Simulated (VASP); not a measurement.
# Zn (Im-3m) in VASP: a series of runs

Aim: see how the results for Zn move with the level of theory and the settings. Levels: RPBE, revPBE, PBE, LDA. Tasks: single point.

Program: VASP 6.6.1. These are calculated values, not measurements. Logs are shortened: lines on timing, memory, paths and dates and some standing lists are left out, and cuts for length are marked.

## 1. The cell of the first run

Symmetry: Im-3m, No. 229, cubic system. The conventional cell has a = 3.138 Å, b = 3.138 Å, c = 3.138 Å, α = 90.00°, β = 90.00°, γ = 90.00°. Within 3.6 Å of Zn (site symmetry m-3m) lie 14 Zn at 2.72 to 3.14 Å.

## 2. Single point, RPBE

INCAR

```
  PREC = Accurate
  ENCUT = 520
  EDIFF = 1E-6
  ISMEAR = -1
  SIGMA = 0.05
  LREAL = False
  LASPH = True
  NELM = 100
  ALGO = Normal
  ISIF = 2
  LWAVE = False
  LCHARG = False
  GGA = RP
  NBANDS = 12
```

KPOINTS

```
regular mesh
0
Gamma
  12 12 12
```

POSCAR

```
Zn
1.0
   -1.5690370000      1.5690370000      1.5690370000
    1.5690370000     -1.5690370000      1.5690370000
    1.5690370000      1.5690370000     -1.5690370000
Zn
1
Direct
    0.0000000000      0.0000000000      0.0000000000
```

Potentials or basis: VASP PAW PBE potentials, release 64 (Zn).

On the command line:

```sh
$ cat potpaw_PBE.64/Zn/POTCAR > POTCAR
$ mpirun -np 1 vasp_std > vasp.out
```

OUTCAR:

```text
PREC = Accurate
   ENCUT = 520
   EDIFF = 1E-6
   ISMEAR = -1
   LREAL = False
   LASPH = True
   NELM = 100
   ISIF = 2
   GGA = RP

 ion  position               nearest neighbor table
   1  0.000  0.000  0.000-

  LATTYP: Found a body centered cubic cell.
 ALAT       =     3.1380740000

  Lattice vectors:

 A1 = (  -1.5690370000,   1.5690370000,   1.5690370000)
 A2 = (   1.5690370000,  -1.5690370000,   1.5690370000)
 A3 = (   1.5690370000,   1.5690370000,  -1.5690370000)

Analysis of symmetry for initial positions (statically):
=====================================================================
 Subroutine PRICEL returns:
 Original cell was already a primitive cell.

 Routine SETGRP: Setting up the symmetry group for a
 body centered cubic supercell.

 Subroutine GETGRP returns: Found 48 space group operations
 (whereof 48 operations were pure point group operations)
 out of a pool of 48 trial point group operations.

The static configuration has the point symmetry O_h .

Analysis of symmetry for dynamics (positions and initial velocities):
=====================================================================
 Subroutine PRICEL returns:
 Original cell was already a primitive cell.

 Routine SETGRP: Setting up the symmetry group for a
 body centered cubic supercell.

 Subroutine GETGRP returns: Found 48 space group operations
 (whereof 48 operations were pure point group operations)
 out of a pool of 48 trial point group operations.

The dynamic configuration has the point symmetry O_h .

 Subroutine INISYM returns: Found 48 space group operations
 (whereof 48 operations are pure point group operations),
 and found     1 'primitive' translations

----------------------------------------------------------------------------------------

                                     Primitive cell

  volume of cell :      15.4511

  direct lattice vectors                    reciprocal lattice vectors
    -1.569037000  1.569037000  1.569037000     0.000000000  0.318666800  0.318666800
     1.569037000 -1.569037000  1.569037000     0.318666800  0.000000000  0.318666800
     1.569037000  1.569037000 -1.569037000     0.318666800  0.318666800  0.000000000

  length of vectors
     2.717651803  2.717651803  2.717651803     0.450662911  0.450662911  0.450662911

  position of ions in fractional coordinates (direct lattice)
     0.000000000  0.000000000  0.000000000

  ion indices of the primitive-cell ions
   primitive index   ion index
                 1           1

----------------------------------------------------------------------------------------

 KPOINTS: regular mesh

Automatic generation of k-mesh.
 Grid dimensions read from file:
 generate k-points for:   12   12   12

 Generating k-lattice:

  Cartesian coordinates                     Fractional coordinates (reciprocal lattice)
     0.000000000  0.026555567  0.026555567     0.083333333  0.000000000  0.000000000
     0.026555567  0.000000000  0.026555567     0.000000000  0.083333333  0.000000000
     0.026555567  0.026555567  0.000000000     0.000000000  0.000000000  0.083333333

  Length of vectors
     0.037555243  0.037555243  0.037555243

  Shift w.r.t. Gamma in fractional coordinates (k-lattice)
     0.000000000  0.000000000  0.000000000

 Subroutine IBZKPT returns following result:
 ===========================================

 Found     72 irreducible k-points:

 Following reciprocal coordinates:
            Coordinates               Weight
  0.000000  0.000000  0.000000      1.000000
  0.083333  0.000000  0.000000     12.000000
  0.166667  0.000000  0.000000     12.000000
  0.250000  0.000000  0.000000     12.000000
  0.333333  0.000000  0.000000     12.000000
  0.416667  0.000000  0.000000     12.000000
[... 16 lines left out ...]
  0.333333  0.083333  0.083333     24.000000
  0.416667  0.083333  0.083333     12.000000
 [... further k-points ...]
   k-points           NKPTS =     72   k-points in BZ     NKDIM =     72   number of bands    NBANDS=     12
   number of dos      NEDOS =    301   number of ions     NIONS =      1
   total plane-waves  NPLWV =   8000
   dimension x,y,z NGX =    20 NGY =   20 NGZ =   20
   dimension x,y,z NGXF=    40 NGYF=   40 NGZF=   40
   ions per type =               1
   NGX,Y,Z   is equivalent  to a cutoff of  12.23, 12.23, 12.23 a.u.
   NGXF,Y,Z  is equivalent  to a cutoff of  24.47, 24.47, 24.47 a.u.
 SYSTEM =  unknown system
   PREC   = accura    normal or accurate (medium, high low for compatibility)
   ISTART =      0    job   : 0-new  1-cont  2-samecut
   ICHARG =      2    charge: 1-file 2-atom 10-const
   ISPIN  =      1    spin polarized calculation?
   LNONCOLLINEAR =      F non collinear calculations
   LSORBIT =      F    spin-orbit coupling
   LASPH  =      T    aspherical Exc in radial PAW
   ENCUT  =  520.0 eV  38.22 Ry    6.18 a.u.   5.05  5.05  5.05*2*pi/ulx,y,z
   NELM   =    100;   NELMIN=  2; NELMDL= -5     # of ELM steps
   EDIFF  = 0.1E-05   stopping-criterion for ELM
   LREAL  =      F    real-space projection
   EDIFFG = 0.1E-04   stopping-criterion for IOM
   NSW    =      0    number of steps for IOM
   IBRION =     -1    ionic relax: 0-MD 1-quasi-New 2-CG
   NFREE  =      0    steps in history (QN), initial steepest desc. (CG)
   ISIF   =      2    stress and relaxation
   ISYM   =      2    0-nonsym 1-usesym 2-fastsym
   POTIM  = 0.5000    time-step for ionic-motion
   TEBEG  =    0.0;   TEEND  =   0.0 temperature during run
   PSTRESS=    0.0 pullay stress
   NELECT =      12.0000    total number of electrons
   NUPDOWN=      -1.0000    fix difference up-down
   EMIN   =  10.00;   EMAX   =-10.00  energy-range for DOS
   EFERMI =   0.00;   METHOD = LEGACY
   ISMEAR =    -1;   SIGMA  =   0.05  broadening in eV -4-tet -1-fermi 0-gaus
   EFERMI_NEDOS =   21; number of points for ismear=-14 and -15
   IALGO  =     38    algorithm
   IMIX   =      4    mixing-type and parameters
     AMIX     =   0.40;   BMIX     =  1.00
     AMIX_MAG =   1.60;   BMIX_MAG =  1.00
  volume/ion in A,a.u.               =      15.45       104.27
  Fermi-wavevector in a.u.,A,eV,Ry     =   1.504811  2.843681 30.809811  2.264457
  Thomas-Fermi vector in A             =   2.615742
   LORBIT       =      0    0 simple, 1 ext, 2 COOP (PROOUT), +10 PAW based schemes
   GGA     = RP    functional components
   LHFCALC =     F    Hartree Fock is set to
   AEXX    =    0.0000 exact exchange contribution
   IVDW    =     0    specifies the selected vdW correction
   LEPSILON=     F    determine dielectric tensor
   LRPA    =     F    only Hartree local field effects (RPA)
 non-spin polarized calculation
  energy-cutoff  :      520.00
  volume of cell :       15.45
 maximum number of plane-waves:       430
   NGX = 11   NGY = 11   NGZ = 11

 number of electron      12.0000023 magnetization

 Free energy of the ion-electron system (eV)
  ---------------------------------------------------
  ext. energy  EPLUGINS =         0.00000000
  ---------------------------------------------------
  free energy    TOTEN  =        -0.65443429 eV

  energy without entropy =       -0.65054578  energy(sigma->0) =       -0.65249004

 E-fermi :   3.2225     XC(G=0): -11.3509

 val. band max:        3.1967669072   @ k =   0.4167   0.0833   0.0000
 cond. band min:       3.2592680811   @ k =   0.3333   0.2500   0.0833
 fundamental gap:      0.0625011739
 Fermi energy:         3.2225079486

 k-point     1 :       0.0000    0.0000    0.0000
  band No.  band energies     occupation
      1      -7.0933      2.00000
      2      -4.5134      2.00000
      3      -4.5134      2.00000
      4      -4.5134      2.00000
      5      -4.0192      2.00000
      6      -4.0192      2.00000
      7      22.3167      0.00000
      8      22.3167      0.00000
      9      22.3167      0.00000
     10      23.8777      0.00000
     11      23.8777      0.00000
     12      23.8777      0.00000

 k-point     2 :       0.0833    0.0000    0.0000
  band No.  band energies     occupation
      1      -6.8749      2.00000
      2      -4.5336      2.00000
      3      -4.5085      2.00000
      4      -4.4627      2.00000
      5      -4.0378      2.00000
      6      -4.0180      2.00000
      7      19.4850      0.00000
      8      20.8808      0.00000
      9      21.3388      0.00000
     10      22.5598      0.00000
     11      22.6033      0.00000
     12      23.6681      0.00000

 k-point     3 :       0.1667    0.0000    0.0000
  band No.  band energies     occupation
      1      -6.2479      2.00000
      2      -4.5887      2.00000
      3      -4.4799      2.00000
      4      -4.3212      2.00000
      5      -4.0733      2.00000
      6      -4.0139      2.00000
      7      15.2716      0.00000
      8      18.8384      0.00000
      9      19.5628      0.00000
     10      21.0598      0.00000
     11      21.6528      0.00000
     12      24.2972      0.00000
[... 286 lines left out ...]
 k-point    23 :       0.3333    0.0833    0.0833
  band No.  band energies     occupation
      1      -4.9959      2.00000
      2      -4.7907      2.00000
      3      -4.0376      2.00000
      4      -3.9960      2.00000
      5      -3.9891      2.00000
      6      -0.5858      2.00000
      7       4.8377      0.00000
      8      12.0416      0.00000
      9      12.6586      0.00000
     10      22.8408      0.00000
     11      23.6126      0.00000
     12      29.6847      0.00000

 k-point    24 :       0.4167    0.0833    0.0833
  band No.  band energies     occupation
      1      -5.0217      2.00000
      2      -4.8077      2.00000
      3      -4.0285      2.00000
      4      -3.9853      2.00000
      5      -3.9196      2.00000
      6       1.2586      2.00000
      7       2.5563      2.00000
      8      11.7936      0.00000
      9      12.4464      0.00000
     10      22.6526      0.00000
     11      23.4824      0.00000
     12      31.3324      0.00000

 [... further k-points ...]
[... 5 lines left out ...]
  --------------------------------------------------------------------------------------
  -------------------------------------------------------------------------------------
  Total        0.2670702      0.2670702      0.2670702      0.0000000      0.0000000      0.0000000
  in kB       27.6934156     27.6934156     27.6934156      0.0000000      0.0000000      0.0000000
  external PRESSURE =      27.6934156 kB  Pullay stress =       0.0000000 kB

 VOLUME and BASIS-vectors are now :
 -----------------------------------------------------------------------------
  energy-cutoff  :      520.00
  volume of cell :       15.45
      direct lattice vectors                 reciprocal lattice vectors
    -1.569037000  1.569037000  1.569037000     0.000000000  0.318666800  0.318666800
     1.569037000 -1.569037000  1.569037000     0.318666800  0.000000000  0.318666800
     1.569037000  1.569037000 -1.569037000     0.318666800  0.318666800  0.000000000

 POSITION                                       TOTAL-FORCE (eV/Angst)
 -----------------------------------------------------------------------------------
      0.00000      0.00000      0.00000         0.000000      0.000000     -0.000000
 -----------------------------------------------------------------------------------
    total drift:                                0.000000     -0.000000      0.000000

  FREE ENERGIE OF THE ION-ELECTRON SYSTEM (eV)
  ---------------------------------------------------
  free  energy   TOTEN  =        -0.6544342914 eV

  energy  without entropy=       -0.6505457810  energy(sigma->0) =       -0.65249004
```

Wall time 5.2 s (1 thread of Intel Xeon 6975P-C, shared host); peak memory 0.13 GiB.

Results:

```yaml
Free_energy: -0.6544 eV
Pressure: 2.8 GPa
Band_gap_on_the_k_mesh: zero (band 6 reaches 7.44 eV, above the bottom of band 7 at 2.27 eV)
```

Caveat: the PAW data sets were made with another functional, which shifts forces and pressure a little.

## 3. Single point, revPBE

INCAR

```
SYSTEM = Zn
  PREC = Accurate
  ENCUT = 520
  EDIFF = 1E-6
  ISMEAR = -1
  SIGMA = 0.05
  LREAL = .FALSE.
  LASPH = .TRUE.
  NELM = 80
  ALGO = Fast
  ISIF = 2
  LWAVE = .FALSE.
  LCHARG = .FALSE.
  GGA = RE
  NBANDS = 12
```

KPOINTS

```
regular mesh
0
G
  12 12 12
  0 0 0
```

POSCAR is that of step 2.

Potentials or basis: VASP PAW PBE potentials, release 64 (Zn).

On the command line:

```sh
$ cat potpaw_PBE.64/Zn/POTCAR > POTCAR
$ mpirun -np 1 vasp_std > vasp.out
```

Wall time 5.9 s (1 thread of Intel Xeon 6975P-C, shared host); peak memory 0.13 GiB.

Results (log left out):

```yaml
Free_energy: -0.7220 eV
Pressure: 1.9 GPa
Band_gap_on_the_k_mesh: zero (band 6 reaches 7.39 eV, above the bottom of band 7 at 2.22 eV)
```

Levels at points of the mesh, in eV from the Fermi level:
| k point | band 2 | band 3 | band 4 | band 5 | band 6 | band 7 | band 8 | band 9 | band 10 | band 11 |
| --- | --- | --- | --- | --- | --- | --- | --- | --- | --- | --- |
| (0.00, 0.00, 0.00) | -7.73 | -7.73 | -7.73 | -7.24 | -7.24 | 19.07 | 19.07 | 19.07 | 20.68 | 20.68 |
| (0.50, 0.00, 0.00) | -8.03 | -7.26 | -7.21 | -6.91 | -2.64 | -0.95 | 11.34 | 12.68 | 15.25 | 16.70 |
| (0.50, 0.50, 0.50) | -8.28 | -6.99 | -6.99 | -6.99 | 4.22 | 4.22 | 4.22 | 7.55 | 8.50 | 8.50 |

Caveat: the PAW data sets were made with another functional, which shifts forces and pressure a little.

## 4. Single point, PBE

INCAR

```
  PREC = Accurate
  ENCUT = 520
  EDIFF = 1E-6
  ISMEAR = 0
  SIGMA = 0.011
  LREAL = False
  LASPH = True
  NELM = 60
  ALGO = Normal
  ISIF = 2
  LWAVE = False
  LCHARG = True
  GGA = PE
  LELF = True
  LVHAR = True
  NBANDS = 12
```

KPOINTS

```
Automatic mesh
0
Gamma
  12 12 12
```

POSCAR is that of step 3.

Potentials or basis: VASP PAW PBE potentials, release 64 (Zn).

On the command line:

```sh
$ cat potpaw_PBE.64/Zn/POTCAR > POTCAR
$ mpirun -np 1 vasp_std > vasp.out
```

OUTCAR:

```text
PREC = Accurate
   ENCUT = 520
   EDIFF = 1E-6
   ISMEAR = 0
   LREAL = False
   LASPH = True
   NELM = 60
   ISIF = 2
   GGA = PE

 ion  position               nearest neighbor table
   1  0.000  0.000  0.000-

  LATTYP: Found a body centered cubic cell.
 ALAT       =     3.1380740000

  Lattice vectors:

 A1 = (  -1.5690370000,   1.5690370000,   1.5690370000)
 A2 = (   1.5690370000,  -1.5690370000,   1.5690370000)
 A3 = (   1.5690370000,   1.5690370000,  -1.5690370000)

Analysis of symmetry for initial positions (statically):
=====================================================================
 Subroutine PRICEL returns:
 Original cell was already a primitive cell.

 Routine SETGRP: Setting up the symmetry group for a
 body centered cubic supercell.

 Subroutine GETGRP returns: Found 48 space group operations
 (whereof 48 operations were pure point group operations)
 out of a pool of 48 trial point group operations.

The static configuration has the point symmetry O_h .

Analysis of symmetry for dynamics (positions and initial velocities):
=====================================================================
 Subroutine PRICEL returns:
 Original cell was already a primitive cell.

 Routine SETGRP: Setting up the symmetry group for a
 body centered cubic supercell.

 Subroutine GETGRP returns: Found 48 space group operations
 (whereof 48 operations were pure point group operations)
 out of a pool of 48 trial point group operations.

The dynamic configuration has the point symmetry O_h .

 Subroutine INISYM returns: Found 48 space group operations
 (whereof 48 operations are pure point group operations),
 and found     1 'primitive' translations

----------------------------------------------------------------------------------------

                                     Primitive cell

  volume of cell :      15.4511

[... 107 lines left out ...]
  volume/ion in A,a.u.               =      15.45       104.27
  Fermi-wavevector in a.u.,A,eV,Ry     =   1.504811  2.843681 30.809811  2.264457
  Thomas-Fermi vector in A             =   2.615742
   LORBIT       =      0    0 simple, 1 ext, 2 COOP (PROOUT), +10 PAW based schemes
   GGA     = PE    functional components
   LHFCALC =     F    Hartree Fock is set to
   AEXX    =    0.0000 exact exchange contribution
   IVDW    =     0    specifies the selected vdW correction
   LEPSILON=     F    determine dielectric tensor
   LRPA    =     F    only Hartree local field effects (RPA)
 non-spin polarized calculation
 Gauss-broadening in eV      SIGMA  =   0.01
  energy-cutoff  :      520.00
  volume of cell :       15.45
 maximum number of plane-waves:       430
   NGX = 11   NGY = 11   NGZ = 11

 number of electron      12.0000023 magnetization

 Free energy of the ion-electron system (eV)
  ---------------------------------------------------
  ext. energy  EPLUGINS =         0.00000000
  ---------------------------------------------------
  free energy    TOTEN  =        -1.01614884 eV

  energy without entropy =       -1.01598810  energy(sigma->0) =       -1.01606847

 E-fermi :   3.0287     XC(G=0): -11.4833

 val. band max:        3.0258180215   @ k =   0.4167   0.0833   0.0000
 cond. band min:       3.1249924798   @ k =   0.3333   0.2500   0.0833
 fundamental gap:      0.0991744583
 Fermi energy:         3.0287278010

 k-point     1 :       0.0000    0.0000    0.0000
  band No.  band energies     occupation
      1      -7.2484      2.00000
      2      -4.6680      2.00000
      3      -4.6680      2.00000
      4      -4.6680      2.00000
      5      -4.1714      2.00000
      6      -4.1714      2.00000
      7      22.0503      0.00000
      8      22.0503      0.00000
      9      22.0503      0.00000
     10      23.8005      0.00000
     11      23.8005      0.00000
     12      23.8005      0.00000
[... 331 lines left out ...]
 k-point    24 :       0.4167    0.0833    0.0833
  band No.  band energies     occupation
      1      -5.1755      2.00000
      2      -4.9620      2.00000
      3      -4.1813      2.00000
      4      -4.1378      2.00000
      5      -4.0708      2.00000
      6       1.1247      2.00000
      7       2.3728      2.00000
      8      11.6000      0.00000
      9      12.3104      0.00000
     10      22.5300      0.00000
     11      23.3173      0.00000
     12      31.2153      0.00000

 [... further k-points ...]
[... 5 lines left out ...]
  --------------------------------------------------------------------------------------
  -------------------------------------------------------------------------------------
  Total        0.0114142      0.0114142      0.0114142      0.0000000      0.0000000     -0.0000000
  in kB        1.1835745      1.1835745      1.1835745      0.0000000      0.0000000     -0.0000000
  external PRESSURE =       1.1835745 kB  Pullay stress =       0.0000000 kB

 VOLUME and BASIS-vectors are now :
 -----------------------------------------------------------------------------
  energy-cutoff  :      520.00
  volume of cell :       15.45
      direct lattice vectors                 reciprocal lattice vectors
    -1.569037000  1.569037000  1.569037000     0.000000000  0.318666800  0.318666800
     1.569037000 -1.569037000  1.569037000     0.318666800  0.000000000  0.318666800
     1.569037000  1.569037000 -1.569037000     0.318666800  0.318666800  0.000000000

 POSITION                                       TOTAL-FORCE (eV/Angst)
 -----------------------------------------------------------------------------------
      0.00000      0.00000      0.00000        -0.000000     -0.000000     -0.000000
 -----------------------------------------------------------------------------------
    total drift:                                0.000000     -0.000000      0.000000

  FREE ENERGIE OF THE ION-ELECTRON SYSTEM (eV)
  ---------------------------------------------------
  free  energy   TOTEN  =        -1.0161488366 eV

  energy  without entropy=       -1.0159880958  energy(sigma->0) =       -1.01606847
```

stdout:

```text
POSCAR found type information on POSCAR Zn
 POSCAR found :  1 types and       1 ions
 scaLAPACK will be used
 LDA part: xc-table for (Slater+PW92), standard interpolation
 POSCAR, INCAR and KPOINTS ok, starting setup
 FFT: planning ... GRIDC
 FFT: planning ... GRID_SOFT
 FFT: planning ... GRID
 WAVECAR not read
 entering main loop
```

It took 4.4 s on 1 thread of Intel Xeon 6975P-C, shared host; peak memory 0.13 GiB.

What came out:

* Free energy: -1.0161 eV
* Pressure: 0.1 GPa
* Band gap on the k mesh: zero (band 6 reaches 7.27 eV, above the bottom of band 7 at 2.09 eV)

Levels at points of the mesh, in eV from the Fermi level:
```csv
k point,band 3,band 4,band 5,band 6,band 7,band 8,band 9,band 10
"(0.00, 0.00, 0.00)",-7.70,-7.70,-7.20,-7.20,19.02,19.02,19.02,20.77
"(0.50, 0.00, 0.00)",-7.23,-7.17,-6.87,-2.58,-0.94,11.33,12.72,15.32
"(0.50, 0.50, 0.50)",-6.95,-6.95,-6.95,4.24,4.24,4.24,7.50,8.60
```

(Continued in part 2 of 2.)
